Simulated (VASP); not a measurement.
## MgSe: single point with PBEsol

The system is MgSe.

```
Mg Se
1.0
     0.00000    2.68430    2.68430
     2.68430    0.00000    2.68430
     2.68430    2.68430    0.00000
Mg Se
1 1
Cartesian
  0.0000 0.0000 0.0000
  2.6843 2.6843 2.6843
```

This cell differs from its parent crystal: Ca replaced by Mg, lengths x 0.929, strained.

```
Program                : VASP 6.6.1
Task                   : single point
Functional             : PBEsol
Potentials or basis    : VASP PAW PBE potentials, release 64 (Mg, Se)
Cutoff                 : 600 eV
k mesh                 : 6 × 6 × 6
Occupations            : gaussian, width 0.1 eV
Spin                   : no spin polarisation
Dipole correction      : no
Further INCAR settings : ALGO = Normal; EDIFF = 1e-06; NBANDS = 11
```

```
Pressure               : 3.2 GPa
Band gap on the k mesh : 1.83 eV (least direct gap 2.81 eV)
```

Levels at points of the mesh, in eV from the valence-band top:
```tsv
k point	band 2	band 3	band 4	band 5	band 6	band 7
(0.00, 0.00, 0.00)	0.00	0.00	0.00	2.81	7.31	7.31
(0.50, 0.00, 0.00)	-5.26	-0.65	-0.65	3.76	6.09	6.09
(0.50, 0.50, 0.00)	-4.57	-1.92	-1.92	1.83	3.70	12.09
```

Wall time 6.8 s on 1 thread of AMD EPYC 7R13 Processor (Zen 3) (shared host), peak memory 0.14 GiB.

Caveat: the cell differs from its parent crystal (Ca replaced by Mg, lengths x 0.929, strained); the cell stands under pressure; the PAW data sets were made with another functional, which shifts forces and pressure a little. A k mesh can miss the band edges.
